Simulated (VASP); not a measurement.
## SiO2: single point with PBE

The system is SiO2.

```
Si O
1.0
     5.02630   -5.02630    0.00000
    -5.02630   -5.02630    0.00000
     0.00000    0.00000   -7.37173
Si O
8 16
Cartesian
  -0.0152 -5.0203 0.0089
  -2.5282 -2.5051 -3.6758
  -5.0420 -5.0208 -7.3609
  -2.5284 -7.5306 -3.6762
  2.4984 -5.0180 -1.8335
  -0.0159 -2.5079 -5.5188
  -2.5295 -5.0175 -1.8326
  -0.0147 -7.5330 -5.5191
  2.9631 -6.2729 -2.7572
  0.4487 -3.7646 -6.4400
  -2.0657 -6.2720 -2.7570
  0.4487 -8.7916 -6.4382
  3.7546 -4.5554 -0.9107
  1.2412 -2.0426 -4.5986
  -1.2720 -4.5550 -0.9116
  1.2424 -7.0677 -4.5989
  1.2413 -5.4835 -0.9133
  -1.2716 -2.9724 -4.5959
  -3.7850 -5.4841 -0.9107
  -1.2711 -7.9953 -4.5964
  2.0345 -3.7597 -2.7528
  -0.4810 -1.2518 -6.4406
  -2.9943 -3.7588 -2.7511
  -0.4789 -6.2780 -6.4428
```

```json
{
 "Program": "VASP 6.6.1",
 "Task": "single point",
 "Functional": "PBE",
 "Potentials or basis": "VASP PAW PBE potentials, release 64 (Si, O)",
 "Cutoff": "520 eV",
 "k mesh": "2 × 2 × 2, shifted",
 "Occupations": "gaussian, width 0.02 eV",
 "Spin": "no spin polarisation"
}
```

```
Pressure               : 0.1 GPa
Largest force          : 0.006 eV/Å
Band gap on the k mesh : 6.68 eV
```

Forces in eV/Å, atoms in the order of the input:
```
Si  -0.003  0.001  0.001
Si  -0.004  0.002  0.000
Si  -0.002  0.001  0.000
Si  -0.004  0.001  0.000
Si   0.001 -0.001  0.001
Si   0.000  0.000  0.001
Si   0.001 -0.001  0.001
Si   0.000 -0.001  0.001
O   -0.002  0.000  0.001
O   -0.002  0.000 -0.001
O    0.001 -0.001  0.001
O   -0.002  0.001 -0.001
O    0.000 -0.003 -0.003
O    0.000 -0.003 -0.003
O   -0.001 -0.003 -0.003
O    0.000 -0.004 -0.003
O   -0.001  0.003  0.002
O    0.000  0.005  0.002
O   -0.002  0.004  0.000
O   -0.002  0.003  0.002
O    0.005 -0.002  0.001
O    0.006  0.000  0.000
O    0.005 -0.003  0.000
O    0.006 -0.001  0.001
```

Levels at points of the mesh, in eV from the valence-band top:
```tsv
k point	band 62	band 63	band 64	band 65	band 66	band 67
(0.25, 0.25, 0.25)	-0.13	-0.11	0.00	6.68	8.26	8.32
```

Wall time 80 s on 1 thread of AMD EPYC 9R45 96-Core Processor (Zen 5), on a shared host, peak memory 0.36 GiB.

A k mesh can miss the band edges. Expect the measured gap to be larger: semilocal functionals such as PBE lack the derivative discontinuity.
